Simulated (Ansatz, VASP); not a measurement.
Two plane-wave programs on Ta

File INCAR:

```
PREC = Accurate ; ENCUT = 520
EDIFF = 1E-7 ; ISMEAR = 0
SIGMA = 0.15 ; LREAL = F
LASPH = T ; NELM = 100
ALGO = Fast ; ISIF = 2
LWAVE = F ; LCHARG = F
GGA = PE ; NBANDS = 18
```

Contents of KPOINTS:

```
Automatic mesh
0
Gamma
  22 22 14
```

POSCAR

```
Ta
1.0
   -1.6593948201      1.6593948201      1.6593948201
    1.6593948201     -1.6593948201      1.6593948201
    3.3187896402      3.3187896402      0.0000000000
Ta
2
Direct
   -0.0053265411      0.0053265411      0.0000000000
    0.5053265411      0.4946734589      0.5000000000
```

Input for Ansatz:

```yaml
crystal:
  lattice:
    - [-1.6593948201, 1.6593948201, 1.6593948201]
    - [1.6593948201, -1.6593948201, 1.6593948201]
    - [3.3187896402, 3.3187896402, 0.0]
  atoms:
    - { symbol: Ta, position: [-0.0053265411, 0.0053265411, 0.0] }
    - { symbol: Ta, position: [0.5053265411, 0.4946734589, 0.5] }
basis:
  ecutwfc: 420
kpoints:
  mp_grid: { grid: [22, 22, 14] }
hamiltonian:
  xc: pbe
scf:
  occupations: { method: gaussian, width: 0.15 }
output:
  forces: true
  stress: true
  eigenvalues: true
  write_density: true
  write_potential: true
  elf: true
  volumetric_format: npy
```

Change from the starting cell: mode 4 (88.7 1/cm) frozen in, largest displacement +0.025 Å.

Alike in both runs: task single point; functional PBE; k mesh 22 × 22 × 14; occupations gaussian, width 0.15 eV; no spin polarisation.

|  | VASP | Ansatz |
| --- | --- | --- |
| version | VASP 6.6.1 | Ansatz 0.2.0 |
| potentials or method | VASP PAW PBE potentials, release 64 (Ta_pv), cutoff 520 eV | scalar-relativistic, plane waves, PAW |
| valence electrons in the cell | 22 | 26 |

```tsv
	VASP	Ansatz	Ansatz less VASP
gap on the k mesh at the Fermi level (eV)	none	none	-
pressure (GPa)	0.3	0.2	-0.10
rms of the force components (eV/Å)	0.075	0.075	+0.0001
```

Atom by atom the forces differ by 0.000 eV/Å (rms over components). A gap of «none» marks a metal or a gap that the smearing closes. The functional is the same, so the differences come from potentials, cutoffs and numerics. VASP's potentials hold 22 valence electrons a cell and Ansatz's 26, so a difference there can come from the potentials and not from the codes.

Spin-orbit coupling is off throughout.
